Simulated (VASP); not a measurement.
# Mn (P6_3/mmc) in VASP: vibrations by perturbation theory with LDA

Aim: the vibrations by perturbation theory of Mn with LDA.

Program: VASP 6.6.1. These are calculated values, not measurements. Logs are shortened: lines on timing, memory, paths and dates and some standing lists are left out, and cuts for length are marked.

## 1. The cell of the first run

The structure is hexagonal, space group P6_3/mmc (No. 194). The conventional cell has a = 2.484 Å, b = 2.484 Å, c = 4.026 Å, α = 90.00°, β = 90.00°, γ = 120.00°. Mn (site symmetry -6m2) has 12 Mn at 2.47 to 2.48 Å within 3.3 Å.

This isn't the form of Mn at room conditions, which is a 58-atom cubic cell.

## 2. Vibrations by perturbation theory, LDA, collinear spin, ferromagnetic start

Input file INCAR:

```
PREC = Accurate
ENCUT = 600
EDIFF = 1E-8
ISMEAR = -1
SIGMA = 0.05
LREAL = F
LASPH = T
NELM = 200
ALGO = Normal
ISIF = 2
LWAVE = F
LCHARG = F
ISPIN = 2
MAGMOM = 4 4
LORBIT = 11
LMAXMIX = 4
NBANDS = 26
IBRION = 8
NSW = 1
GGA_COMPAT = F
```

Input file KPOINTS:

```
Automatic mesh
0
Gamma
  9 9 5
```

Input file POSCAR:

```
Mn
1.0
    2.4836457705      0.0000000000      0.0000000000
   -1.2418228853      2.1509003313      0.0000000000
    0.0000000000      0.0000000000      4.0261950000
Mn
2
Direct
    0.3333333333      0.6666666667      0.2500000000
    0.6666666667      0.3333333333      0.7500000000
```

Potentials or basis: VASP PAW LDA potentials, release 64 (Mn_sv).

The run is started by

```bash
$ cat potpaw_LDA.64/Mn_sv/POTCAR > POTCAR
$ mpirun -np 1 vasp_std > vasp.out
```

OUTCAR:

```text
PREC = Accurate
   ENCUT = 600
   EDIFF = 1E-8
   ISMEAR = -1
   LREAL = F
   LASPH = T
   NELM = 200
   ISIF = 2
   ISPIN = 2
   LORBIT = 11
   IBRION = 8
   NSW = 1

 ion  position               nearest neighbor table
   1  0.333  0.667  0.250-   2 2.47   2 2.47   2 2.47   2 2.47   2 2.47   2 2.47
   2  0.667  0.333  0.750-   1 2.47   1 2.47   1 2.47   1 2.47   1 2.47   1 2.47

  LATTYP: Found a hexagonal cell.
 ALAT       =     2.4836457705
 C/A-ratio  =     1.6210826229

  Lattice vectors:

 A1 = (   2.4836457705,   0.0000000000,   0.0000000000)
 A2 = (  -1.2418228853,   2.1509003313,   0.0000000000)
 A3 = (   0.0000000000,   0.0000000000,   4.0261950000)

Analysis of symmetry for initial positions (statically):
=====================================================================
 Subroutine PRICEL returns:
 Original cell was already a primitive cell.

 Routine SETGRP: Setting up the symmetry group for a
 hexagonal supercell.

 Subroutine GETGRP returns: Found 24 space group operations
 (whereof 12 operations were pure point group operations)
 out of a pool of 24 trial point group operations.

The static configuration has the point symmetry D_3d.
 The point group associated with its full space group is D_6h.

Analysis of symmetry for dynamics (positions and initial velocities):
=====================================================================
 Subroutine PRICEL returns:
 Original cell was already a primitive cell.

 Routine SETGRP: Setting up the symmetry group for a
 hexagonal supercell.

 Subroutine GETGRP returns: Found 24 space group operations
 (whereof 12 operations were pure point group operations)
 out of a pool of 24 trial point group operations.

The dynamic configuration has the point symmetry D_3d.
 The point group associated with its full space group is D_6h.

[... 1593 lines left out ...]
     -0.00000      1.43393      1.00655         0.000000     -0.000000      0.000000
      1.24182      0.71697      3.01965        -0.000000      0.000000      0.000000
 -----------------------------------------------------------------------------------
    total drift:                               -0.000000      0.000000     -0.000000

  FREE ENERGIE OF THE ION-ELECTRON SYSTEM (eV)
  ---------------------------------------------------
  free  energy   TOTEN  =       -20.3683088819 eV

  energy  without entropy=      -20.3459559987  energy(sigma->0) =      -20.35713244

[... ionic steps 2 to 3 ...]

--------------------------------------- Ionic step        4  -------------------------------------------

------------------------ aborting loop because EDIFF is reached ----------------------------------------

[... ionic steps 5 to 5 ...]

--------------------------------------- Ionic step        6  -------------------------------------------

 Free energy of the ion-electron system (eV)
  ---------------------------------------------------
  ---------------------------------------------------
  free energy    TOTEN  =        -0.98868967 eV

  energy without entropy =       -0.98868967

------------------------ aborting loop because EDIFF is reached ----------------------------------------

 INTERNAL STRAIN TENSOR  FOR ION    1  DIRECTION 3   (eV/Angst):
 -----------------------------------------------------------------------------
     0.00328 -0.00000 -0.00000
    -0.00000  0.00328 -0.00000
     0.00000  0.00000  0.00053

 INTERNAL STRAIN TENSOR FOR ION    2 for displacements in x,y,z  (eV/Angst):
          X           Y           Z          XY          YZ          ZX
  --------------------------------------------------------------------------------
  x    -0.00000     0.00000     0.00000     0.80497     0.00000     0.00000
  y     0.80497    -0.80497     0.00000     0.00000     0.00000     0.00000
  z    -0.00000    -0.00000    -0.00000     0.00000    -0.00000     0.00000

 SECOND DERIVATIVES (NOT SYMMETRIZED)
 ------------------------------------
               1X          1Y          1Z          2X          2Y          2Z
  1X    -2.070706    0.000000    0.000000    2.070706   -0.000000    0.000000
  1Y     0.000000   -2.070706    0.000000   -0.000000    2.070706    0.000000
  1Z    -0.000000    0.000000   -0.278063    0.000000    0.000000    0.278063
  2X     2.070706   -0.000000    0.000000   -2.070706    0.000000    0.000000
  2Y    -0.000000    2.070706    0.000000    0.000000   -2.070706    0.000000
  2Z     0.000000    0.000000    0.278063   -0.000000    0.000000   -0.278063

 Eigenvectors and eigenvalues of the dynamical matrix
 ----------------------------------------------------

   1 f  =    4.292285 THz    26.969221 2PiTHz  143.175209 cm-1    17.751455 meV
             X         Y         Z           dx          dy          dz
     -0.000000  1.433934  1.006549     0.286874   -0.646300   -0.000000
      1.241823  0.716967  3.019646    -0.286874    0.646300   -0.000000
[... 16 lines left out ...]
   5 f  =    0.000000 THz     0.000000 2PiTHz    0.000001 cm-1     0.000000 meV
             X         Y         Z           dx          dy          dz
     -0.000000  1.433934  1.006549     0.045763    0.045761    0.704139
      1.241823  0.716967  3.019646     0.045763    0.045761    0.704139

   6 f/i=    0.000000 THz     0.000000 2PiTHz    0.000001 cm-1     0.000000 meV
             X         Y         Z           dx          dy          dz
     -0.000000  1.433934  1.006549     0.680176   -0.190651   -0.031816
      1.241823  0.716967  3.019646     0.680176   -0.190651   -0.031816

--------------------------------------------------------------------------------------------------------

 ELASTIC MODULI CONTR FROM IONIC RELAXATION (kBar)
 Direction    XX          YY          ZZ          XY          YZ          ZX
 --------------------------------------------------------------------------------
 XX         -23.3103     23.3103     -0.0000      0.0000     -0.0000      0.0000
 YY          23.3103    -23.3103     -0.0000      0.0000     -0.0000      0.0000
 ZZ          -0.0000     -0.0000     -0.0000      0.0000     -0.0000      0.0000
 XY           0.0000      0.0000      0.0000    -23.3103      0.0000      0.0000
 YZ          -0.0000     -0.0000     -0.0000      0.0000     -0.0000      0.0000
 ZX           0.0000      0.0000      0.0000      0.0000      0.0000      0.0000
 --------------------------------------------------------------------------------

 total charge

# of ion       s       p       d       tot
------------------------------------------
    1        2.255   6.081   4.702  13.037
    2        2.255   6.081   4.702  13.037
--------------------------------------------------
tot          4.509  12.161   9.405  26.075

 magnetization (x)

# of ion       s       p       d       tot
------------------------------------------
    1       -0.000  -0.000   0.000   0.000
    2       -0.000  -0.000   0.000   0.000
--------------------------------------------------
tot         -0.000  -0.000   0.000   0.000
```

OSZICAR:

```text
N       E                     dE             d eps       ncg     rms          rms(c)
DAV:   1     0.629260619537E+03    0.62926E+03   -0.18616E+04  3994   0.369E+03
DAV:   2     0.343369294309E+02   -0.59492E+03   -0.57093E+03  3760   0.703E+02
[... 75 lines left out ...]
RMM:  15    -0.988731929819E+00   -0.24366E-04   -0.91476E-04 14534   0.360E-01    0.543E-03
RMM:  16    -0.988794934246E+00   -0.63004E-04   -0.77692E-04 14316   0.315E-01    0.800E-03
RMM:  17    -0.988730616515E+00    0.64318E-04   -0.66149E-04 13940   0.279E-01    0.573E-03
RMM:  18    -0.988698481005E+00    0.32136E-04   -0.60378E-04 13993   0.247E-01    0.501E-03
RMM:  19    -0.988685655686E+00    0.12825E-04   -0.52039E-04 14378   0.221E-01    0.491E-03
RMM:  20    -0.988689670519E+00   -0.40148E-05   -0.48363E-04 14560   0.198E-01    0.538E-03
 Linear response finished
```

stdout:

```text
POSCAR found type information on POSCAR Mn
 POSCAR found :  1 types and       2 ions
 scaLAPACK will be used
 LDA part: xc-table for (Slater(with rela. corr.)+CA(PZ))
 , standard interpolation
 POSCAR, INCAR and KPOINTS ok, starting setup
 FFT: planning ... GRIDC
 FFT: planning ... GRID_SOFT
 FFT: planning ... GRID
 WAVECAR not read
 entering main loop
 Linear response reoptimize wavefunctions to high precision
 Linear response DOF=           2
 Linear response progress:
 first order change of Fermi-energy  -0.59505E-05
 force on displaced ion       1 direction 1 :  -2.071   0.004   0.000
 Linear response progress:
 first order change of Fermi-energy   0.34503E-03
 force on displaced ion       1 direction 3 :   0.000   0.000  -0.278
 Linear response finished
```

Wall time 9.2 min (1 thread of AMD EPYC 7R13 (Zen 3), shared host); peak memory 0.35 GiB.

What came out:

```
Net moment                                            : 0.00 μB per cell
Valence electrons inside the program's atomic spheres : Mn 13.04
Highest phonon frequency at Γ                         : 143 cm⁻¹
```

Phonon frequencies in cm⁻¹ (negative: imaginary):
```
              q point       frequencies
(0.000, 0.000, 0.000)  0 0 0 52 143 143
```

Caveat: the cell stands under pressure or tension, which shifts response properties.
